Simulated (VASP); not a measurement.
# K (I4/mmm) in VASP: a series of runs, part 2 of 2

VASP 6.6.1.

## 5. Single point, PBE (strain -0.025 along x and y, +0.025 along z)

The input, INCAR:

```
PREC = Accurate ; ENCUT = 520
EDIFF = 1E-7 ; ISMEAR = 0
SIGMA = 0.15 ; LREAL = F
LASPH = T ; NELM = 100
ALGO = Fast ; ISIF = 2
LWAVE = F ; LCHARG = T
GGA = PE ; LELF = T
LVHAR = T ; NBANDS = 10
```

The input, KPOINTS:

```
Automatic mesh
0
Gamma
  14 14 14
```

The input, POSCAR:

```
K
1.0
   -2.5525500000      2.5525500000      2.6834500000
    2.5525500000     -2.5525500000      2.6834500000
    2.5525500000      2.5525500000     -2.6834500000
K
1
Direct
    0.0000000000      0.0000000000      0.0000000000
```

Potentials or basis: VASP PAW PBE potentials, release 64 (K_sv).

Command:

```
$ cat potpaw_PBE.64/K_sv/POTCAR > POTCAR
$ mpirun -np 1 vasp_std > vasp.out
```

OUTCAR:

```text
PREC = Accurate
   ENCUT = 520
   EDIFF = 1E-7
   ISMEAR = 0
   LREAL = F
   LASPH = T
   NELM = 100
   ISIF = 2
   GGA = PE

 ion  position               nearest neighbor table
   1  0.000  0.000  0.000-

  LATTYP: Found a body centered tetragonal cell.
 ALAT       =     5.1051000000
 C/A-ratio  =     1.0512820513

  Lattice vectors:

 A1 = (  -2.5525500000,   2.5525500000,   2.6834500000)
 A2 = (   2.5525500000,  -2.5525500000,   2.6834500000)
 A3 = (   2.5525500000,   2.5525500000,  -2.6834500000)

Analysis of symmetry for initial positions (statically):
=====================================================================
 Subroutine PRICEL returns:
 Original cell was already a primitive cell.

 Routine SETGRP: Setting up the symmetry group for a
 body centered tetragonal supercell.

 Subroutine GETGRP returns: Found 16 space group operations
 (whereof 16 operations were pure point group operations)
 out of a pool of 16 trial point group operations.

The static configuration has the point symmetry D_4h.

Analysis of symmetry for dynamics (positions and initial velocities):
[... 164 lines left out ...]
 Fermi energy:        -0.0044669436

 k-point     1 :       0.0000    0.0000    0.0000
  band No.  band energies     occupation
      1     -32.1093      2.00000
      2     -15.5551      2.00000
      3     -15.5551      2.00000
      4     -15.5547      2.00000
      5      -2.2348      2.00000
      6       4.2626      0.00000
      7       4.2626      0.00000
      8       4.5088      0.00000
      9       5.1087      0.00000
     10       5.4401      0.00000
[... 287 lines left out ...]
 k-point    24 :       0.2857    0.1429   -0.0000
  band No.  band energies     occupation
      1     -32.1048      2.00000
      2     -15.6191      2.00000
      3     -15.5795      2.00000
      4     -15.5590      2.00000
      5      -0.5670      2.00000
      6       2.0156      0.00000
      7       3.0493      0.00000
      8       4.8775      0.00000
      9       5.3367      0.00000
     10       5.7588      0.00000

 [... further k-points ...]

------------------------ aborting loop because EDIFF is reached ----------------------------------------

  FORCE on cell =-STRESS in cart. coord.  units (eV):
  Direction    XX          YY          ZZ          XY          YZ          ZX
  --------------------------------------------------------------------------------------
  -------------------------------------------------------------------------------------
  Total        0.0924114      0.0924114      0.0791014      0.0000000     -0.0000000      0.0000000
  in kB        2.1170658      2.1170658      1.8121450      0.0000000     -0.0000000      0.0000000
  external PRESSURE =       2.0154255 kB  Pullay stress =       0.0000000 kB

 VOLUME and BASIS-vectors are now :
 -----------------------------------------------------------------------------
  energy-cutoff  :      520.00
  volume of cell :       69.94
      direct lattice vectors                 reciprocal lattice vectors
    -2.552550000  2.552550000  2.683450000     0.000000000  0.195882549  0.186327303
     2.552550000 -2.552550000  2.683450000     0.195882549  0.000000000  0.186327303
     2.552550000  2.552550000 -2.683450000     0.195882549  0.195882549  0.000000000

 POSITION                                       TOTAL-FORCE (eV/Angst)
 -----------------------------------------------------------------------------------
      0.00000      0.00000      0.00000         0.000000      0.000000      0.000000
 -----------------------------------------------------------------------------------
    total drift:                               -0.000000     -0.000000      0.000000

  FREE ENERGIE OF THE ION-ELECTRON SYSTEM (eV)
  ---------------------------------------------------
  free  energy   TOTEN  =        -1.0489653291 eV

  energy  without entropy=       -1.0403014800  energy(sigma->0) =       -1.04463340
```

OSZICAR:

```text
N       E                     dE             d eps       ncg     rms          rms(c)
DAV:   1     0.465694372558E+02    0.46569E+02   -0.35918E+03  4880   0.690E+02
DAV:   2     0.550675545784E+00   -0.46019E+02   -0.45356E+02  5236   0.194E+02
DAV:   3    -0.100993064900E+01   -0.15606E+01   -0.15534E+01  7748   0.285E+01
DAV:   4    -0.104759200306E+01   -0.37661E-01   -0.37525E-01  6554   0.391E+00
DAV:   5    -0.104858221718E+01   -0.99021E-03   -0.99010E-03  7600   0.430E-01    0.212E+00
RMM:   6    -0.104853923312E+01    0.42984E-04   -0.11173E-03  5721   0.228E-01    0.132E+00
RMM:   7    -0.104886921024E+01   -0.32998E-03   -0.26405E-03  6634   0.346E-01    0.613E-02
RMM:   8    -0.104893994882E+01   -0.70739E-04   -0.34155E-04  7771   0.164E-01    0.200E-02
RMM:   9    -0.104896282051E+01   -0.22872E-04   -0.57290E-05  7905   0.600E-02    0.110E-02
RMM:  10    -0.104896370444E+01   -0.88394E-06   -0.26362E-05  8113   0.308E-02    0.499E-03
RMM:  11    -0.104896437964E+01   -0.67519E-06   -0.51414E-06  8783   0.134E-02    0.493E-03
RMM:  12    -0.104896500780E+01   -0.62817E-06   -0.15802E-06  8108   0.720E-03    0.614E-03
RMM:  13    -0.104896528134E+01   -0.27354E-06   -0.64785E-07  7467   0.500E-03    0.167E-03
RMM:  14    -0.104896532910E+01   -0.47761E-07   -0.32617E-07  6846   0.298E-03
   1 F= -.10489653E+01 E0= -.10446334E+01  d E =-.866385E-02
```

Run time: 2.2 min. Hardware: 1 thread of AMD EPYC 9R45 (Zen 5), shared host; peak memory 0.28 GiB.

Results:

```yaml
Free_energy: -1.0490 eV
Pressure: 0.2 GPa
Band_gap_on_the_k_mesh: zero (an odd number of electrons rules out a gap without spin polarisation)
```

Caveat: the cell differs from its parent crystal (strain -0.025 along x and y, +0.025 along z).

## 6. Single point, PBE (strain -0.025 along x and y, +0.050 along z)

The input, INCAR:

```
PREC     = Accurate       # precision mode
ENCUT    = 520            # plane-wave cutoff, eV
EDIFF    = 1E-6           # SCF threshold, eV
ISMEAR   = 0              # smearing method
SIGMA    = 0.15           # smearing width, eV
LREAL    = False          # projectors in reciprocal space
LASPH    = True           # aspherical terms in the spheres
NELM     = 60             # most SCF steps
ALGO     = Fast           # electronic algorithm
ISIF     = 2              # what is computed and relaxed
LWAVE    = False          # write WAVECAR
LCHARG   = False          # write CHGCAR
GGA      = PE             # functional
NBANDS   = 10             # bands
```

KPOINTS is that of step 5.

The input, POSCAR:

```
K
1.0
   -2.5525500000      2.5525500000      2.7489000000
    2.5525500000     -2.5525500000      2.7489000000
    2.5525500000      2.5525500000     -2.7489000000
K
1
Direct
    0.0000000000      0.0000000000      0.0000000000
```

Potentials or basis: VASP PAW PBE potentials, release 64 (K_sv).

Command:

```
$ cat potpaw_PBE.64/K_sv/POTCAR > POTCAR
$ mpirun -np 1 vasp_std > vasp.out
```

It took 86 s on 1 thread of AMD EPYC 9R45 (Zen 5), shared host; peak memory 0.29 GiB.

It converged, with:

```yaml
Free_energy: -1.0505 eV
Pressure: 0.1 GPa
Band_gap_on_the_k_mesh: zero (an odd number of electrons rules out a gap without spin polarisation)
```

Levels at points of the mesh, in eV from the Fermi level:
| k point | band 3 | band 4 | band 5 | band 6 | band 7 | band 8 |
| --- | --- | --- | --- | --- | --- | --- |
| (0.00, 0.00, 0.00) | -15.57 | -15.57 | -2.20 | 4.22 | 4.22 | 4.57 |
| (0.50, 0.00, 0.00) | -15.59 | -15.57 | 0.40 | 0.64 | 3.32 | 4.78 |
| (0.50, 0.50, 0.00) | -15.59 | -15.57 | 0.55 | 0.83 | 2.91 | 5.11 |
| (0.50, 0.50, 0.50) | -15.62 | -15.62 | 1.52 | 1.79 | 3.00 | 3.84 |

Caveat: the cell differs from its parent crystal (strain -0.025 along x and y, +0.050 along z).

## 7. The runs side by side

```tsv
cell	further INCAR settings	gap on the mesh (eV)	pressure (GPa)
a = 4.424 Å, angles 111.6, 111.6, 105.3°, 1 atom	ALGO = Fast; EDIFF = 1e-06; NBANDS = 10	none	0.5
a = 4.464 Å, angles 112.3, 112.3, 104.0°, 1 atom	ALGO = Fast; EDIFF = 1e-07; NBANDS = 10	none	0.3
a = 4.460 Å, angles 108.1, 108.1, 112.2°, 1 atom	ALGO = Fast; EDIFF = 1e-06; NBANDS = 10	none	0.3
a = 4.498 Å, angles 110.8, 110.8, 106.7°, 1 atom	ALGO = Fast; EDIFF = 1e-07; NBANDS = 10	none	0.2
a = 4.537 Å, angles 111.5, 111.5, 105.4°, 1 atom	ALGO = Fast; EDIFF = 1e-06; NBANDS = 10	none	0.1
```

Alike in all rows: task single point; level PBE; potentials or basis VASP PAW PBE potentials, release 64 (K_sv); no spin polarisation; k mesh 14 × 14 × 14; cutoff (eV) 520; smearing gaussian 0.15 eV.

Total energies depend on the potentials used, so only differences within one code and one set of settings carry meaning.
